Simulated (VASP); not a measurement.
ZnCdSe4S2:

```
CELL_PARAMETERS angstrom
4.00000 0.00000 0.00000
0.00000 4.00000 0.00000
0.00000 0.00000 11.90000
ATOMIC_POSITIONS crystal
Zn 0.00000 0.00000 0.00000
Cd 0.50000 0.50000 0.00000
Se 0.00000 0.50000 0.12500
Se 0.50000 0.00000 0.87500
Se 0.50000 0.50000 0.60000
Se 0.50000 0.50000 0.40000
S 0.00000 0.00000 0.59000
S 0.00000 0.00000 0.41000
```

| Quantity | Value |
| --- | --- |
| Program | VASP 6.6.1 |
| Task | relaxation of cell and atoms |
| Functional | PBE |
| Potentials or basis | VASP PAW PBE potentials, release 64 (Zn, Cd, Se, S) |
| Cutoff | 600 eV |
| k mesh | 4 × 4 × 2 |
| Occupations | gaussian, width 0.2 eV |
| Spin | no spin polarisation |

At the start: pressure 7.9 GPa; volume 23.80 Å³/atom.

Problem. How do energy, volume and symmetry change on relaxing?

Solution. Over 12 steps the energy falls by 204.4 meV/atom and the volume is 28.94 Å³/atom (+21.6 %); space group P-4m2 (No. 115, to 0.1 Å) before and after.

The path:
```
step  energy change (eV)  largest force (eV/Å)  pressure (GPa)  volume (Å³)
   1              0.0000                2.4208            7.86       190.40
   2             -1.4616                1.0664           -1.26       224.00
   3             -1.4667                1.1018           -1.54       226.90
   4             -1.2981                3.7701            3.39       222.15
   5             -1.5641                0.4846            0.30       224.84
   6             -1.5644                0.4799            0.36       224.78
   7             -1.5940                0.3865            0.35       226.24
   8             -1.5959                0.5641            0.35       226.72
   9             -1.6179                0.3178            0.12       228.56
  10             -1.6319                0.3331           -0.22       231.52
  11             -1.6310                0.4612            0.35       231.43
  12             -1.6351                0.0779            0.04       231.48
```

Final structure:
```cif
data_structure
_symmetry_space_group_name_H-M 'P 1'
_symmetry_Int_Tables_number 1
_cell_length_a 4.4630
_cell_length_b 4.4630
_cell_length_c 11.6213
_cell_angle_alpha 90.000
_cell_angle_beta 90.000
_cell_angle_gamma 90.000
_cell_volume 231.48
loop_
_atom_site_label
_atom_site_type_symbol
_atom_site_fract_x
_atom_site_fract_y
_atom_site_fract_z
_atom_site_occupancy
Zn1 Zn 0.00000 0.00000 0.00000 1
Cd1 Cd 0.50000 0.50000 0.00000 1
Se1 Se 0.00000 0.50000 0.12738 1
Se2 Se 0.50000 0.00000 0.87262 1
Se3 Se 0.50000 0.50000 0.59355 1
Se4 Se 0.50000 0.50000 0.40645 1
S1 S 0.00000 0.00000 0.58111 1
S2 S 0.00000 0.00000 0.41889 1
```

Caveat: the volume moved by over 15 % at a fixed basis, so the end points are rough; the relaxation stopped at a loose force limit of 0.08 eV/Å, so its end isn't a converged minimum.
